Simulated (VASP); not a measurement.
# LiH (F-43m) in VASP: notebook

LiH is run at these levels: PBEsol, LDA, PBE; tasks: single point.

Everything below comes from runs of VASP 6.6.1. Logs are shortened: lines on timing, memory, paths and dates and some standing lists are left out, and cuts for length are marked.

## 1. The cell of the first run

The structure is cubic, space group F-43m (No. 216). The conventional cell has a = 4.258 Å, b = 4.258 Å, c = 4.258 Å, α = 90.00°, β = 90.00°, γ = 90.00°. Within 2.4 Å of Li (site symmetry -43m) lie 4 H at 1.84 Å. H (site symmetry -43m) has 4 Li at 1.84 Å within 2.4 Å.

## 2. Single point, PBEsol

Contents of INCAR:

```
SYSTEM = LiH
PREC = Accurate
ENCUT = 520
EDIFF = 1E-6
ISMEAR = -1
SIGMA = 0.02
LREAL = .FALSE.
LASPH = .TRUE.
NELM = 80
ALGO = Normal
ISIF = 2
LWAVE = .FALSE.
LCHARG = .FALSE.
GGA = PS
NBANDS = 9
```

Contents of KPOINTS:

```
regular mesh
0
G
  10 10 10
  0 0 0
```

Contents of POSCAR:

```
LiH
1.0
    0.0000000000      2.1287614965      2.1287614965
    2.1287614965      0.0000000000      2.1287614965
    2.1287614965      2.1287614965      0.0000000000
Li H
1 1
Direct
    0.0000000000      0.0000000000      0.0000000000
    0.2500000000      0.2500000000      0.2500000000
```

Potentials or basis: VASP PAW PBE potentials, release 64 (Li_sv, H).

Command:

```console
$ cat potpaw_PBE.64/Li_sv/POTCAR potpaw_PBE.64/H/POTCAR > POTCAR
$ mpirun -np 1 vasp_std > vasp.out
```

OUTCAR:

```text
SYSTEM = LiH
   PREC = Accurate
   ENCUT = 520
   EDIFF = 1E-6
   ISMEAR = -1
   LREAL = .FALSE.
   LASPH = .TRUE.
   NELM = 80
   ISIF = 2
   GGA = PS

 ion  position               nearest neighbor table
   1  0.000  0.000  0.000-
   2  0.250  0.250  0.250-

  LATTYP: Found a face centered cubic cell.
 ALAT       =     4.2575229930

  Lattice vectors:

 A1 = (   0.0000000000,   2.1287614965,   2.1287614965)
 A2 = (   2.1287614965,   0.0000000000,   2.1287614965)
 A3 = (   2.1287614965,   2.1287614965,   0.0000000000)

Analysis of symmetry for initial positions (statically):
=====================================================================
 Subroutine PRICEL returns:
 Original cell was already a primitive cell.

 Routine SETGRP: Setting up the symmetry group for a
 face centered cubic supercell.

 Subroutine GETGRP returns: Found 24 space group operations
 (whereof 24 operations were pure point group operations)
 out of a pool of 48 trial point group operations.

The static configuration has the point symmetry T_d .

Analysis of symmetry for dynamics (positions and initial velocities):
=====================================================================
 Subroutine PRICEL returns:
 Original cell was already a primitive cell.

 Routine SETGRP: Setting up the symmetry group for a
 face centered cubic supercell.

 Subroutine GETGRP returns: Found 24 space group operations
 (whereof 24 operations were pure point group operations)
 out of a pool of 48 trial point group operations.

The dynamic configuration has the point symmetry T_d .

 Subroutine INISYM returns: Found 24 space group operations
 (whereof 24 operations are pure point group operations),
 and found     1 'primitive' translations

----------------------------------------------------------------------------------------

                                     Primitive cell

  volume of cell :      19.2935

  direct lattice vectors                    reciprocal lattice vectors
     0.000000000  2.128761497  2.128761497    -0.234878356  0.234878356  0.234878356
     2.128761497  0.000000000  2.128761497     0.234878356 -0.234878356  0.234878356
     2.128761497  2.128761497  0.000000000     0.234878356  0.234878356 -0.234878356

  length of vectors
     3.010523379  3.010523379  3.010523379     0.406821246  0.406821246  0.406821246

  position of ions in fractional coordinates (direct lattice)
     0.000000000  0.000000000  0.000000000
     0.250000000  0.250000000  0.250000000

  ion indices of the primitive-cell ions
   primitive index   ion index
                 1           1
                 2           2

----------------------------------------------------------------------------------------

 KPOINTS: regular mesh

Automatic generation of k-mesh.
 Grid dimensions read from file:
 generate k-points for:   10   10   10

 Generating k-lattice:

  Cartesian coordinates                     Fractional coordinates (reciprocal lattice)
    -0.023487836  0.023487836  0.023487836     0.100000000  0.000000000  0.000000000
     0.023487836 -0.023487836  0.023487836     0.000000000  0.100000000  0.000000000
     0.023487836  0.023487836 -0.023487836     0.000000000  0.000000000  0.100000000

  Length of vectors
     0.040682125  0.040682125  0.040682125

  Shift w.r.t. Gamma in fractional coordinates (k-lattice)
     0.000000000  0.000000000  0.000000000

 Subroutine IBZKPT returns following result:
 ===========================================

 Found     47 irreducible k-points:

 Following reciprocal coordinates:
            Coordinates               Weight
  0.000000  0.000000  0.000000      1.000000
  0.100000  0.000000  0.000000      8.000000
  0.200000  0.000000  0.000000      8.000000
  0.300000  0.000000  0.000000      8.000000
  0.400000  0.000000  0.000000      8.000000
  0.500000  0.000000  0.000000      4.000000
[... 16 lines left out ...]
  0.300000  0.300000  0.000000      6.000000
  0.400000  0.300000  0.000000     24.000000
 [... further k-points ...]
   k-points           NKPTS =     47   k-points in BZ     NKDIM =     47   number of bands    NBANDS=      9
   number of dos      NEDOS =    301   number of ions     NIONS =      2
   total plane-waves  NPLWV =  13824
   dimension x,y,z NGX =    24 NGY =   24 NGZ =   24
   dimension x,y,z NGXF=    48 NGYF=   48 NGZF=   48
   ions per type =               1   1
   NGX,Y,Z   is equivalent  to a cutoff of  13.25, 13.25, 13.25 a.u.
   NGXF,Y,Z  is equivalent  to a cutoff of  26.51, 26.51, 26.51 a.u.
 SYSTEM =  LiH
   PREC   = accura    normal or accurate (medium, high low for compatibility)
   ISTART =      0    job   : 0-new  1-cont  2-samecut
   ICHARG =      2    charge: 1-file 2-atom 10-const
   ISPIN  =      1    spin polarized calculation?
   LNONCOLLINEAR =      F non collinear calculations
   LSORBIT =      F    spin-orbit coupling
   LASPH  =      T    aspherical Exc in radial PAW
   ENCUT  =  520.0 eV  38.22 Ry    6.18 a.u.   5.60  5.60  5.60*2*pi/ulx,y,z
   NELM   =     80;   NELMIN=  2; NELMDL= -5     # of ELM steps
   EDIFF  = 0.1E-05   stopping-criterion for ELM
   LREAL  =      F    real-space projection
   EDIFFG = 0.1E-04   stopping-criterion for IOM
   NSW    =      0    number of steps for IOM
   IBRION =     -1    ionic relax: 0-MD 1-quasi-New 2-CG
   NFREE  =      0    steps in history (QN), initial steepest desc. (CG)
   ISIF   =      2    stress and relaxation
   ISYM   =      2    0-nonsym 1-usesym 2-fastsym
   POTIM  = 0.5000    time-step for ionic-motion
   TEBEG  =    0.0;   TEEND  =   0.0 temperature during run
   PSTRESS=    0.0 pullay stress
   NELECT =       4.0000    total number of electrons
   NUPDOWN=      -1.0000    fix difference up-down
   EMIN   =  10.00;   EMAX   =-10.00  energy-range for DOS
   EFERMI =   0.00;   METHOD = LEGACY
   ISMEAR =    -1;   SIGMA  =   0.02  broadening in eV -4-tet -1-fermi 0-gaus
   EFERMI_NEDOS =   21; number of points for ismear=-14 and -15
   IALGO  =     38    algorithm
   IMIX   =      4    mixing-type and parameters
     AMIX     =   0.40;   BMIX     =  1.00
     AMIX_MAG =   1.60;   BMIX_MAG =  1.00
  volume/ion in A,a.u.               =       9.65        65.10
  Fermi-wavevector in a.u.,A,eV,Ry     =   0.968927  1.831007 12.773421  0.938820
  Thomas-Fermi vector in A             =   2.098937
   LORBIT       =      0    0 simple, 1 ext, 2 COOP (PROOUT), +10 PAW based schemes
   GGA     = PS    functional components
   LHFCALC =     F    Hartree Fock is set to
   AEXX    =    0.0000 exact exchange contribution
   IVDW    =     0    specifies the selected vdW correction
   LEPSILON=     F    determine dielectric tensor
   LRPA    =     F    only Hartree local field effects (RPA)
 non-spin polarized calculation
  energy-cutoff  :      520.00
  volume of cell :       19.29
 maximum number of plane-waves:       534
 NGX is ok and might be reduce to    24
   NGX = 11   NGY = 11   NGZ = 11

 number of electron       3.9999994 magnetization

 Free energy of the ion-electron system (eV)
  ---------------------------------------------------
  ext. energy  EPLUGINS =         0.00000000
  ---------------------------------------------------
  free energy    TOTEN  =        -5.98481392 eV

  energy without entropy =       -5.98481392  energy(sigma->0) =       -5.98481392

 E-fermi :  -1.0918     XC(G=0):  -7.8979

 val. band max:       -1.5782594926   @ k =  -0.3000   0.5000   0.2000
 cond. band min:       2.4780081749   @ k =   0.5000   0.0000   0.0000
 fundamental gap:      4.0562676676
 Fermi energy:        -1.0917892485

 k-point     1 :       0.0000    0.0000    0.0000
  band No.  band energies     occupation
      1     -44.2670      2.00000
      2      -5.3977      2.00000
      3      11.6536      0.00000
      4      15.7787      0.00000
      5      15.7787      0.00000
      6      15.7788      0.00000
      7      18.3807      0.00000
      8      18.3807      0.00000
      9      18.3807      0.00000

 k-point     2 :       0.1000    0.0000    0.0000
  band No.  band energies     occupation
      1     -44.2645      2.00000
      2      -5.2377      2.00000
      3      10.6654      0.00000
      4      14.5229      0.00000
      5      15.2148      0.00000
      6      15.2148      0.00000
      7      19.2114      0.00000
      8      19.2114      0.00000
      9      21.0287      0.00000

 k-point     3 :       0.2000    0.0000    0.0000
  band No.  band energies     occupation
      1     -44.2577      2.00000
      2      -4.7647      2.00000
      3       8.1132      0.00000
      4      14.2585      0.00000
      5      14.4178      0.00000
      6      14.4178      0.00000
      7      19.9009      0.00000
      8      19.9009      0.00000
      9      21.6346      0.00000

 k-point     4 :       0.3000    0.0000    0.0000
  band No.  band energies     occupation
      1     -44.2494      2.00000
      2      -4.0169      2.00000
      3       5.4588      0.00000
      4      13.8776      0.00000
      5      13.8776      0.00000
      6      14.4629      0.00000
      7      18.8426      0.00000
      8      18.8426      0.00000
      9      20.9307      0.00000

 k-point     5 :       0.4000    0.0000    0.0000
  band No.  band energies     occupation
      1     -44.2427      2.00000
      2      -3.1467      2.00000
      3       3.3671      0.00000
      4      13.6172      0.00000
      5      13.6172      0.00000
      6      14.5879      0.00000
      7      17.8201      0.00000
      8      17.8201      0.00000
      9      21.0044      0.00000

 k-point     6 :       0.5000    0.0000    0.0000
  band No.  band energies     occupation
      1     -44.2400      2.00000
      2      -2.6726      2.00000
      3       2.4780      0.00000
      4      13.5506      0.00000
      5      13.5506      0.00000
      6      14.6071      0.00000
      7      17.4391      0.00000
      8      17.4391      0.00000
      9      21.2165      0.00000
[... 169 lines left out ...]
 k-point    21 :      -0.3000    0.2000    0.0000
  band No.  band energies     occupation
      1     -44.2402      2.00000
      2      -2.9306      2.00000
      3       4.0293      0.00000
      4       9.2934      0.00000
      5      12.8662      0.00000
      6      14.8057      0.00000
      7      19.0185      0.00000
      8      20.5804      0.00000
      9      23.9698      0.00000

 k-point    22 :      -0.2000    0.2000    0.0000
  band No.  band energies     occupation
      1     -44.2466      2.00000
      2      -3.7597      2.00000
      3       5.6662      0.00000
      4      10.0700      0.00000
      5      14.1807      0.00000
      6      15.1120      0.00000
      7      18.6229      0.00000
      8      20.3567      0.00000
      9      21.4941      0.00000

 k-point    23 :       0.3000    0.3000    0.0000
  band No.  band energies     occupation
      1     -44.2436      2.00000
      2      -3.5823      2.00000
      3       7.4494      0.00000
      4      10.3885      0.00000
      5      10.3885      0.00000
      6      11.6407      0.00000
      7      16.5065      0.00000
      8      26.1981      0.00000
      9      26.7325      0.00000

 k-point    24 :       0.4000    0.3000    0.0000
  band No.  band energies     occupation
      1     -44.2384      2.00000
      2      -2.9354      2.00000
      3       6.0675      0.00000
      4       9.1249      0.00000
      5       9.9896      0.00000
      6      11.7067      0.00000
      7      16.9105      0.00000
      8      25.8492      0.00000
      9      26.4413      0.00000

 [... further k-points ...]
[... 5 lines left out ...]
  --------------------------------------------------------------------------------------
  -------------------------------------------------------------------------------------
  Total       -0.0112882     -0.0112882     -0.0112882     -0.0000000      0.0000000      0.0000000
  in kB       -0.9374003     -0.9374003     -0.9374003     -0.0000000      0.0000000      0.0000000
  external PRESSURE =      -0.9374003 kB  Pullay stress =       0.0000000 kB

 VOLUME and BASIS-vectors are now :
 -----------------------------------------------------------------------------
  energy-cutoff  :      520.00
  volume of cell :       19.29
      direct lattice vectors                 reciprocal lattice vectors
     0.000000000  2.128761497  2.128761497    -0.234878356  0.234878356  0.234878356
     2.128761497  0.000000000  2.128761497     0.234878356 -0.234878356  0.234878356
     2.128761497  2.128761497  0.000000000     0.234878356  0.234878356 -0.234878356

 POSITION                                       TOTAL-FORCE (eV/Angst)
 -----------------------------------------------------------------------------------
      0.00000      0.00000      0.00000        -0.000000     -0.000000     -0.000000
      1.06438      1.06438      1.06438         0.000000      0.000000      0.000000
 -----------------------------------------------------------------------------------
    total drift:                               -0.000000     -0.000000     -0.000000

  FREE ENERGIE OF THE ION-ELECTRON SYSTEM (eV)
  ---------------------------------------------------
  free  energy   TOTEN  =        -5.9848139168 eV

  energy  without entropy=       -5.9848139168  energy(sigma->0) =       -5.98481392
```

Wall time 3.8 s (1 thread of Intel Xeon Platinum 8488C (Sapphire Rapids), shared host); peak memory 0.13 GiB.

What came out:

```yaml
Free_energy: -5.9848 eV
Band_gap_on_the_k_mesh: 4.06 eV, indirect (least direct gap 5.12 eV)
```

Caveat: the cutoff is under 1.25 times the usual one of these potentials, so pressure, stress and relaxed cells hold a basis-set (Pulay) error; the PAW data sets were made with another functional, which shifts forces and pressure a little. A k mesh can miss the band edges.

(Continued in part 2 of 2.)
